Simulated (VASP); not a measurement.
Write the native input for VASP 6.6.1 that does the following.

```yaml
Task: single point
Functional: RPBE
Potentials_or_basis: VASP PAW PBE potentials, release 64 (Mo_sv)
Cutoff: 520 eV
k_mesh: 9 × 9 × 14
Occupations: fermi-dirac, width 0.1 eV
Spin: no spin polarisation
Dipole_correction: no
Further_INCAR_settings: ALGO = Normal; EDIFF = 1e-07; NBANDS = 28
```

The structure of Mo lies in POSCAR:

```
Mo
1.0
    4.5621217737      0.0000000000      0.0000000000
   -2.2810608869      3.9509133512      0.0000000000
    0.0000000000      0.0000000000      2.5046374889
Mo
3
Direct
    0.0000000000      1.0000000000      0.0000000000
    0.3333333333      0.6666666667      0.5000000000
    0.6666666667      0.3333333333      0.5000000000
```

This isn't the form of Mo at room conditions, which is bcc.

These files were run (other wordings do the same):

INCAR

```
  PREC = Accurate
  ENCUT = 520
  EDIFF = 1E-7
  ISMEAR = -1
  SIGMA = 0.1
  LREAL = False
  LASPH = True
  NELM = 60
  ALGO = Normal
  ISIF = 2
  LWAVE = False
  LCHARG = False
  GGA = RP
  NBANDS = 28
```

KPOINTS

```
regular mesh
0
Gamma
  9 9 14
```

Potentials or basis: VASP PAW PBE potentials, release 64 (Mo_sv).

Run with:

```sh
$ cat potpaw_PBE.64/Mo_sv/POTCAR > POTCAR
$ mpirun -np 1 vasp_std > vasp.out
```

Results of the run:

```
Pressure               : 23.2 GPa
Band gap on the k mesh : zero (bands 21 and 22 overlap by 1.54 eV)
```

Caveat: the cell stands under pressure; the PAW data sets were made with another functional, which shifts forces and pressure a little.

Run time: 59 s on 1 thread of Intel(R) Xeon(R) Platinum 8488C (Sapphire Rapids), on a shared host, peak memory 0.22 GiB.
